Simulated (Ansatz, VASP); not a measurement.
**AlN in VASP and in Ansatz**

Contents of INCAR:

```
SYSTEM = AlN
  ALGO = Normal
  EDIFF = 1E-6
  ENCUT = 520
  GGA = CA
  ISIF = 2
  ISMEAR = 0
  LASPH = .TRUE.
  LCHARG = .TRUE.
  LELF = .TRUE.
  LREAL = .FALSE.
  LVHAR = .TRUE.
  LWAVE = .FALSE.
  NBANDS = 16
  NELM = 100
  PREC = Accurate
  SIGMA = 0.02
```

The input KPOINTS:

```
k-points
0
G
  9 9 6
  0 0 0
```

The input POSCAR:

```
AlN
1.0
    3.1137832728      0.0000000029      0.0000000000
   -1.5568916389      2.6966154147      0.0000000000
    0.0000000000      0.0000000000      4.9835883024
Al N
2 2
Direct
    0.3333333333      0.6666666667     -0.0034913258
    0.6666666667      0.3333333333      0.4965086742
    0.3333333333      0.6666666667      0.3784913258
    0.6666666667      0.3333333333      0.8784913258
```

Input for Ansatz:

```yaml
crystal:
  lattice:
    - [3.1137832728, 2.9e-09, 0.0]
    - [-1.5568916389, 2.6966154147, 0.0]
    - [0.0, 0.0, 4.9835883024]
  atoms:
    - { symbol: Al, position: [0.3333333333, 0.6666666667, -0.0034913258] }
    - { symbol: Al, position: [0.6666666667, 0.3333333333, 0.4965086742] }
    - { symbol: "N", position: [0.3333333333, 0.6666666667, 0.3784913258] }
    - { symbol: "N", position: [0.6666666667, 0.3333333333, 0.8784913258] }
basis:
  ecutwfc: 420
kpoints:
  mp_grid: { grid: [9, 9, 6] }
  band_path:
    path:
      - [0.0, 0.0, 0.0]
      - [0.5, 0.0, 0.0]
      - [0.3333333333, 0.3333333333, 0.0]
      - [0.0, 0.0, 0.5]
      - [0.5, 0.0, 0.5]
      - [0.3333333333, 0.3333333333, 0.5]
    npoints: 1
hamiltonian:
  xc: lda
scf:
  occupations: { method: gaussian, width: 0.02 }
  n_extra_bands: 5
output:
  forces: true
  stress: true
  eigenvalues: true
```

Alike in both runs: task single point; functional LDA; k mesh 9 × 9 × 6; occupations gaussian, width 0.02 eV; no spin polarisation.

|  | VASP | Ansatz |
| --- | --- | --- |
| version | VASP 6.6.1 | Ansatz 0.2.0 |
| potentials or method | VASP PAW LDA potentials, release 64 (Al, N), cutoff 520 eV | scalar-relativistic, plane waves, PAW |
| valence electrons in the cell | 16 | 16 |

Ansatz gave:

- gap on the k mesh at the Fermi level (eV): 4.20
- least direct gap on the mesh (eV): 4.20
- pressure (GPa): -4.9
- traceless stress, the component that is largest in VASP (GPa): 0.21
- rms of the force components (eV/Å): 0.006

Problem. What did VASP give for the same quantities?

Solution. gap on the k mesh at the Fermi level (eV): 4.21; least direct gap on the mesh (eV): 4.21; pressure (GPa): -4.4; traceless stress, the component that is largest in VASP (GPa): 0.20; rms of the force components (eV/Å): 0.006.

LDA's correlation is that of Perdew and Zunger in VASP and of Perdew and Wang (1992) in Ansatz. Atom by atom the forces differ by 0.000 eV/Å (rms over components).
